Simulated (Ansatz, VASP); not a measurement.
CsRe: VASP beside Ansatz

```
Cs Re
1.0
     3.66459    0.00000    0.00000
    -1.83230    3.17363    0.00000
     0.00000    0.00000    5.59365
Cs Re
1 1
Direct
  0.00000 0.00000 0.50000
  0.00000 0.00000 0.00000
```

Change from the starting cell: volume scaled by 0.98.

Alike in both runs: task single point; functional PBE; k mesh 8 × 8 × 5; occupations fermi-dirac, width 0.05 eV; no spin polarisation.

```csv
,VASP,Ansatz
version,VASP 6.6.1,Ansatz 0.2.0
potentials or method,"VASP PAW PBE potentials, release 64 (Cs_sv, Re), cutoff 520 eV","all-electron LAPW, scalar-relativistic"
```

Ansatz gave:

- gap on the k mesh at the Fermi level (eV): none
- pressure (GPa): -7.2
- traceless stress, the component that is largest in VASP (GPa): 11.96

Problem. What did VASP give for the same quantities?

Solution. gap on the k mesh at the Fermi level (eV): none; pressure (GPa): -6.6; traceless stress, the component that is largest in VASP (GPa): 12.60.

A gap of «none» marks a metal or a gap that the smearing closes. Ansatz ran all-electron here, and VASP with PAW potentials.

Spin-orbit coupling is off throughout.
